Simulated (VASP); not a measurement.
# Si16C15 (a cell with a defect) in VASP: notebook

Runs on Si16C15 (a cell with a defect). Level: PBE. Tasks: single point.

Everything below comes from runs of VASP 6.6.1. Logs are shortened: lines on timing, memory, paths and dates and some standing lists are left out, and cuts for length are marked.

## 1. The cell of the first run

The cell holds a defect, 31 atoms: a = 6.188 Å, b = 6.188 Å, c = 10.129 Å, α = 90.00°, β = 90.00°, γ = 120.00°.

## 2. Single point, PBE, collinear spin

Contents of INCAR:

```
SYSTEM = Si16C15
  PREC = Accurate
  ENCUT = 520
  EDIFF = 1E-6
  ISMEAR = 0
  SIGMA = 0.01
  LREAL = Auto
  LASPH = .True.
  NELM = 150
  ALGO = Normal
  ISIF = 2
  LWAVE = .False.
  LCHARG = .False.
  ISPIN = 2
  MAGMOM = 0.25 0 0 0 0 0 0 0 0.25 0 0.25 0.25 0 0 0 0 0 0 0 0 0 0 0 0 0 0 0 0 0 0 0
  LORBIT = 11
  GGA = PE
  NELECT = 125.0
  NBANDS = 87
```

Contents of KPOINTS:

```
Automatic mesh
0
Gamma
  2 2 2
  0 0 0
```

Contents of POSCAR:

```
Si16C15
1.0
   -3.0941201802      5.3591733569      0.0000000000
   -3.0941201803     -5.3591733569      0.0000000000
    0.0000000000      0.0000000000     10.1293392031
Si C
16 15
Direct
    0.8333333333      0.1666666667      0.9359350231
    0.3325194981      0.1650389961      0.9379418123
    0.8349610039      0.6674805019      0.9379418123
    0.3325194981      0.6674805019      0.9379418123
    0.1662256635      0.3331128317      0.4376871146
    0.6668871683      0.3331128317      0.4376871146
    0.1666666667      0.8333333333      0.4378774923
    0.6668871683      0.8337743365      0.4376871146
   -0.0071032525      0.4857934950      0.6873869052
    0.5000000000      0.5000000000      0.6890764827
    0.9928967475      1.0071032525      0.6873869052
    0.5142065050      1.0071032525      0.6873869052
    0.0003171599      0.5006343198      0.1879010354
    0.5000000000      0.5000000000      0.1876324055
    1.0003171599      0.9996828401      0.1879010354
    0.4993656802      0.9996828401      0.1879010354
    0.3341504616      0.1683009232      0.7502151001
    0.8316990768      0.6658495384      0.7502151001
    0.3341504616      0.6658495384      0.7502151001
    0.1670304602      0.3335152301      0.2497258010
    0.6664847699      0.3335152301      0.2497258010
    0.1666666667      0.8333333333      0.2512548786
    0.6664847699      0.8329695398      0.2497258010
    0.0006886884     -0.0006886884      0.4983680604
    0.4986226232     -0.0006886884      0.4983680604
    0.0006886884      0.5013773768      0.4983680604
    0.5000000000      0.5000000000      0.5005723527
    0.0011835102     -0.0011835102      0.0024553410
    0.4976329796     -0.0011835102      0.0024553410
    0.0011835102      0.5023670204      0.0024553410
    0.5000000000      0.5000000000      0.0007924089
```

Potentials or basis: VASP PAW PBE potentials, release 64 (Si, C).

Started as:

```bash
> cat potpaw_PBE.64/Si/POTCAR potpaw_PBE.64/C/POTCAR > POTCAR
> mpirun -np 1 vasp_std > vasp.out
```

OUTCAR:

```text
SYSTEM = Si16C15
   PREC = Accurate
   ENCUT = 520
   EDIFF = 1E-6
   ISMEAR = 0
   LREAL = Auto
   LASPH = .True.
   NELM = 150
   ISIF = 2
   ISPIN = 2
   LORBIT = 11
   GGA = PE
   NELECT = 125.0

 ion  position               nearest neighbor table
   1  0.833  0.167  0.936-  29 1.92  30 1.92  28 1.92  12 3.04   9 3.04  11 3.04   2 3.09   3 3.09
                             4 3.09   4 3.09   2 3.09   3 3.09  16 3.12  13 3.12  15 3.12
   2  0.333  0.165  0.938-  29 1.89  28 1.89  17 1.90  31 1.90   3 3.08   4 3.08   1 3.09   1 3.09
                            10 3.09  16 3.10  15 3.10  14 3.10   3 3.11   4 3.11  12 3.12  11 3.12
   3  0.835  0.667  0.938-  30 1.89  28 1.89  18 1.90  31 1.90   4 3.08   2 3.08   1 3.09   1 3.09
                            10 3.09  13 3.10  15 3.10  14 3.10   4 3.11   2 3.11   9 3.12  11 3.12
   4  0.333  0.667  0.938-  30 1.89  29 1.89  19 1.90  31 1.90   3 3.08   2 3.08   1 3.09   1 3.09
                            10 3.09  13 3.10  16 3.10  14 3.10   3 3.11   2 3.11   9 3.12  12 3.12
   5  0.166  0.333  0.438-  24 1.89  26 1.89  27 1.90  20 1.90  11 3.07   9 3.07   6 3.09   8 3.09
                             7 3.09   7 3.09  15 3.10  13 3.10   6 3.10   8 3.10  14 3.10  10 3.11
   6  0.667  0.333  0.438-  26 1.89  25 1.89  27 1.90  21 1.90   9 3.07  12 3.07   5 3.09   8 3.09
                             7 3.09   7 3.09  13 3.10  16 3.10   5 3.10   8 3.10  14 3.10  10 3.11
   7  0.167  0.833  0.438-  25 1.88  26 1.88  24 1.88  22 1.89   8 3.09   8 3.09   6 3.09   6 3.09
                             5 3.09   5 3.09  16 3.10  13 3.10  15 3.10  12 3.14   9 3.14  11 3.14
   8  0.667  0.834  0.438-  24 1.89  25 1.89  27 1.90  23 1.90  11 3.07  12 3.07   5 3.09   6 3.09
                             7 3.09   7 3.09  15 3.10  16 3.10   5 3.10   6 3.10  14 3.10  10 3.11
   9  0.993  0.486  0.687-  26 1.92  19 1.94  18 1.94  12 2.96  11 2.96   1 3.04   6 3.07   5 3.07
                            10 3.10  10 3.10   3 3.12   4 3.12   7 3.14
  10  0.500  0.500  0.689-  18 1.88  19 1.88  17 1.88  27 1.91   4 3.09   3 3.09   2 3.09   9 3.10
[... 14 lines left out ...]
  18  0.832  0.666  0.750-  10 1.88   3 1.90   9 1.94  11 1.94
  19  0.334  0.666  0.750-  10 1.88   4 1.90   9 1.94  12 1.94
  20  0.167  0.334  0.250-  14 1.89  13 1.90  15 1.90   5 1.90
  21  0.666  0.334  0.250-  14 1.89  13 1.90  16 1.90   6 1.90
  22  0.167  0.833  0.251-   7 1.89  16 1.89  13 1.89  15 1.89
  23  0.666  0.833  0.250-  14 1.89  15 1.90  16 1.90   8 1.90
  24  0.001  0.999  0.498-   7 1.88   8 1.89   5 1.89  11 1.92
  25  0.499  0.999  0.498-   7 1.88   6 1.89   8 1.89  12 1.92
  26  0.001  0.501  0.498-   7 1.88   6 1.89   5 1.89   9 1.92
  27  0.500  0.500  0.501-   5 1.90   8 1.90   6 1.90  10 1.91
  28  0.001  0.999  0.002-  15 1.88   2 1.89   3 1.89   1 1.92
  29  0.498  0.999  0.002-  16 1.88   2 1.89   4 1.89   1 1.92
  30  0.001  0.502  0.002-  13 1.88   3 1.89   4 1.89   1 1.92
  31  0.500  0.500  0.001-  14 1.89   4 1.90   3 1.90   2 1.90

  LATTYP: Found a hexagonal cell.
 ALAT       =     6.1882403605
 C/A-ratio  =     1.6368690634

  Lattice vectors:

 A1 = (  -3.0941201802,   5.3591733569,   0.0000000000)
 A2 = (  -3.0941201803,  -5.3591733569,   0.0000000000)
 A3 = (   0.0000000000,   0.0000000000,  10.1293392031)

Analysis of symmetry for initial positions (statically):
=====================================================================
 Subroutine PRICEL returns:
 Original cell was already a primitive cell.

 Routine SETGRP: Setting up the symmetry group for a
 hexagonal supercell.

 Subroutine GETGRP returns: Found  6 space group operations
 (whereof  2 operations were pure point group operations)
 out of a pool of 24 trial point group operations.

The static configuration has the point symmetry C_1h.
 The point group associated with its full space group is C_3v.

Analysis of symmetry for dynamics (positions and initial velocities):
=====================================================================
 Subroutine PRICEL returns:
 Original cell was already a primitive cell.

 Routine SETGRP: Setting up the symmetry group for a
 hexagonal supercell.

 Subroutine GETGRP returns: Found  6 space group operations
 (whereof  2 operations were pure point group operations)
 out of a pool of 24 trial point group operations.

The dynamic configuration has the point symmetry C_1h.
 The point group associated with its full space group is C_3v.

Analysis of structural, dynamic, and magnetic symmetry:
=====================================================================
 Subroutine PRICEL returns:
 Original cell was already a primitive cell.

 Routine SETGRP: Setting up the symmetry group for a
 hexagonal supercell.

 Subroutine GETGRP returns: Found  6 space group operations
 (whereof  2 operations were pure point group operations)
 out of a pool of 24 trial point group operations.

The overall configuration has the point symmetry C_1h.
 The point group associated with its full space group is C_3v.

 Subroutine INISYM returns: Found  6 space group operations
[... 133 lines left out ...]
   NELM   =    150;   NELMIN=  2; NELMDL= -5     # of ELM steps
   EDIFF  = 0.1E-05   stopping-criterion for ELM
   LREAL  =      T    real-space projection
   EDIFFG = 0.1E-04   stopping-criterion for IOM
   NSW    =      0    number of steps for IOM
   IBRION =     -1    ionic relax: 0-MD 1-quasi-New 2-CG
   NFREE  =      0    steps in history (QN), initial steepest desc. (CG)
   ISIF   =      2    stress and relaxation
   ISYM   =      2    0-nonsym 1-usesym 2-fastsym
   POTIM  = 0.5000    time-step for ionic-motion
   TEBEG  =    0.0;   TEEND  =   0.0 temperature during run
   PSTRESS=    0.0 pullay stress
   NELECT =     125.0000    total number of electrons
   NUPDOWN=      -1.0000    fix difference up-down
   EMIN   =  10.00;   EMAX   =-10.00  energy-range for DOS
   EFERMI =   0.00;   METHOD = LEGACY
   ISMEAR =     0;   SIGMA  =   0.01  broadening in eV -4-tet -1-fermi 0-gaus
   EFERMI_NEDOS =   21; number of points for ismear=-14 and -15
   IALGO  =     38    algorithm
   IMIX   =      4    mixing-type and parameters
     AMIX     =   0.40;   BMIX     =  1.00
     AMIX_MAG =   1.60;   BMIX_MAG =  1.00
  volume/ion in A,a.u.               =      10.84        73.13
  Fermi-wavevector in a.u.,A,eV,Ry     =   1.177505  2.225162 18.864727  1.386518
  Thomas-Fermi vector in A             =   2.313851
   LORBIT       =     11    0 simple, 1 ext, 2 COOP (PROOUT), +10 PAW based schemes
   GGA     = PE    functional components
   LHFCALC =     F    Hartree Fock is set to
   AEXX    =    0.0000 exact exchange contribution
   IVDW    =     0    specifies the selected vdW correction
   LEPSILON=     F    determine dielectric tensor
   LRPA    =     F    only Hartree local field effects (RPA)
 spin polarized calculation
 Gauss-broadening in eV      SIGMA  =   0.01
  energy-cutoff  :      520.00
  volume of cell :      335.93
 maximum number of plane-waves:      9074
 NGX is ok and might be reduce to    48
   NGX = 23   NGY = 23   NGZ = 37

 number of electron     125.0000004 magnetization       0.2500181

 Free energy of the ion-electron system (eV)
  ---------------------------------------------------
  ext. energy  EPLUGINS =         0.00000000
  ---------------------------------------------------
  free energy    TOTEN  =      -217.76507704 eV

  energy without entropy =     -217.76411290  energy(sigma->0) =     -217.76459497

 E-fermi :   9.7119     XC(G=0): -11.2440

 val. band max:        9.7088599601   @ k =   0.5000   0.0000   0.5000
 cond. band min:       9.8573555884   @ k =   0.5000   0.0000   0.5000
 fundamental gap:      0.1484956283
 Fermi energy:         9.7119056621

 spin component 1

 k-point     1 :       0.0000    0.0000    0.0000
  band No.  band energies     occupation
      1      -7.5018      1.00000
      2      -6.4090      1.00000
      3      -6.1058      1.00000
      4      -4.1999      1.00000
      5      -4.1999      1.00000
      6      -4.1719      1.00000
[... 297 lines left out ...]
     73      13.2965      0.00000
     74      13.3234      0.00000
 Fermi energy:         9.7119056621

 spin component 2

 k-point     1 :       0.0000    0.0000    0.0000
  band No.  band energies     occupation
      1      -7.4960      1.00000
      2      -6.4005      1.00000
      3      -6.1019      1.00000
      4      -4.1935      1.00000
      5      -4.1935      1.00000
      6      -4.1651      1.00000
[... 297 lines left out ...]
     73      13.3046      0.00000
     74      13.3377      0.00000
 [bands above 74 left out]

------------------------ aborting loop because EDIFF is reached ----------------------------------------

  FORCE on cell =-STRESS in cart. coord.  units (eV):
  Direction    XX          YY          ZZ          XY          YZ          ZX
  --------------------------------------------------------------------------------------
  -------------------------------------------------------------------------------------
  Total        7.1142485      7.1142485     16.0385980      0.0000000      0.0000000      0.0000000
  in kB       33.9307546     33.9307546     76.4946199      0.0000000      0.0000000      0.0000000
  external PRESSURE =      48.1187097 kB  Pullay stress =       0.0000000 kB

 VOLUME and BASIS-vectors are now :
 -----------------------------------------------------------------------------
  energy-cutoff  :      520.00
  volume of cell :      335.93
      direct lattice vectors                 reciprocal lattice vectors
    -3.094120180  5.359173357  0.000000000    -0.161596826  0.093297971  0.000000000
    -3.094120180 -5.359173357  0.000000000    -0.161596826 -0.093297971  0.000000000
     0.000000000  0.000000000 10.129339203     0.000000000  0.000000000  0.098723123

 POSITION                                       TOTAL-FORCE (eV/Angst)
 -----------------------------------------------------------------------------------
     -3.09412      3.57278      9.48040         0.000000      0.000000      0.002511
     -1.53951      0.89756      9.50073        -0.004118     -0.002378     -0.002855
     -4.64873      0.89756      9.50073         0.004118     -0.002378     -0.002855
     -3.09412     -1.79511      9.50073         0.000000      0.004755     -0.002855
     -1.54501     -0.89438      4.43348         0.000041     -0.000024      0.001345
     -3.09412      1.78875      4.43348         0.000000      0.000048      0.001345
[... 23 lines left out ...]
     -1.55805     -2.68593      0.02487         0.002204      0.001272     -0.006601
     -3.09412      0.00000      0.00803         0.000000      0.000000      0.001304
 -----------------------------------------------------------------------------------
    total drift:                               -0.000000     -0.000000      0.028748

  FREE ENERGIE OF THE ION-ELECTRON SYSTEM (eV)
  ---------------------------------------------------
  free  energy   TOTEN  =      -217.7650770427 eV

  energy  without entropy=     -217.7641129032  energy(sigma->0) =     -217.76459497

 total charge

# of ion       s       p       d       tot
------------------------------------------
    1        0.734   0.921   0.000   1.654
    2        0.706   0.967   0.000   1.673
    3        0.706   0.967   0.000   1.673
    4        0.706   0.967   0.000   1.673
    5        0.707   0.970   0.000   1.676
    6        0.707   0.970   0.000   1.676
[... 23 lines left out ...]
   30        0.836   1.699   0.000   2.535
   31        0.835   1.703   0.000   2.538
--------------------------------------------------
tot         24.014  40.571   0.000  64.585

 magnetization (x)

# of ion       s       p       d       tot
------------------------------------------
    1        0.013   0.036   0.000   0.049
    2        0.000  -0.000   0.000   0.000
    3        0.000  -0.000   0.000   0.000
    4        0.000  -0.000   0.000   0.000
    5       -0.000  -0.000   0.000  -0.000
    6       -0.000  -0.000   0.000  -0.000
[... 23 lines left out ...]
   30        0.001   0.005   0.000   0.006
   31       -0.000   0.000   0.000  -0.000
--------------------------------------------------
tot          0.022   0.090   0.000   0.112
```

Run time: 4.3 min. Hardware: 1 thread of Intel Xeon 6975P-C (Granite Rapids), shared host; peak memory 0.63 GiB.

What came out:

| Item | Value |
| --- | --- |
| Free energy | -217.7651 eV |
| Largest force | 0.014 eV/Å |
| Net moment | 0.25 μB per cell |
| Site moments | Si +0.05, +0.00, -0.00; C -0.00, +0.01 μB |
| Valence electrons inside the program's atomic spheres | Si 1.65, 1.67, 1.68, 1.61; C 2.50, 2.54, 2.55 |

Forces on the atoms (eV/Å):
```
Si   0.000  0.000  0.003
Si  -0.004 -0.002 -0.003
Si   0.004 -0.002 -0.003
Si   0.000  0.005 -0.003
Si   0.000  0.000  0.001
Si   0.000  0.000  0.001
Si   0.000  0.000  0.002
Si   0.000  0.000  0.001
Si  -0.004 -0.003 -0.005
Si   0.000  0.000 -0.001
Si   0.000  0.005 -0.005
Si   0.004 -0.003 -0.005
Si   0.002  0.001 -0.005
Si   0.000  0.000 -0.006
Si   0.000 -0.002 -0.005
Si  -0.002  0.001 -0.005
C   -0.003 -0.002  0.007
C    0.003 -0.002  0.007
C    0.000  0.003  0.007
C    0.000  0.000 -0.002
C    0.000  0.001 -0.002
C    0.000  0.000  0.010
C    0.000  0.000 -0.002
C    0.000 -0.011  0.009
C   -0.010  0.006  0.009
C    0.010  0.006  0.009
C    0.000  0.000  0.002
C    0.000 -0.003 -0.007
C   -0.002  0.001 -0.007
C    0.002  0.001 -0.007
C    0.000  0.000  0.001
```

Levels at points of the mesh, in eV from the Fermi level:
Spin up:
```tsv
k point	band 60	band 61	band 62	band 63	band 64	band 65
(0.00, 0.00, 0.00)	-2.10	-2.10	-0.30	0.25	0.25	0.39
(0.50, 0.00, 0.00)	-2.73	-2.43	-1.38	-0.31	0.88	1.75
(0.00, 0.00, 0.50)	-2.14	-2.14	-0.86	0.55	0.55	0.69
(0.50, 0.00, 0.50)	-2.81	-2.73	-1.15	0.00	0.76	1.91
```
Spin down:
```
           k point  band 58  band 59  band 60  band 61  band 62  band 63  band 64  band 65  band 66  band 67
(0.00, 0.00, 0.00)    -2.55    -2.35    -2.09    -2.09    -0.22     0.27     0.27     0.41     0.41     0.79
(0.50, 0.00, 0.00)    -3.15    -2.82    -2.72    -2.43    -1.34    -0.17     0.92     1.76     1.80     1.86
(0.00, 0.00, 0.50)    -2.44    -2.44    -2.14    -2.14    -0.73     0.57     0.57     0.70     0.70     1.02
(0.50, 0.00, 0.50)    -2.89    -2.88    -2.80    -2.72    -1.12     0.15     0.79     1.92     1.92     1.96
```

Caveat: the k points lie up to 0.59 Å⁻¹ apart; the cell carries a net charge on a neutralising background, which shifts energy and pressure; the cell is charged against a uniform background, so pressure and absolute levels hang on convention.

(Part 1 of 2 ends here.)
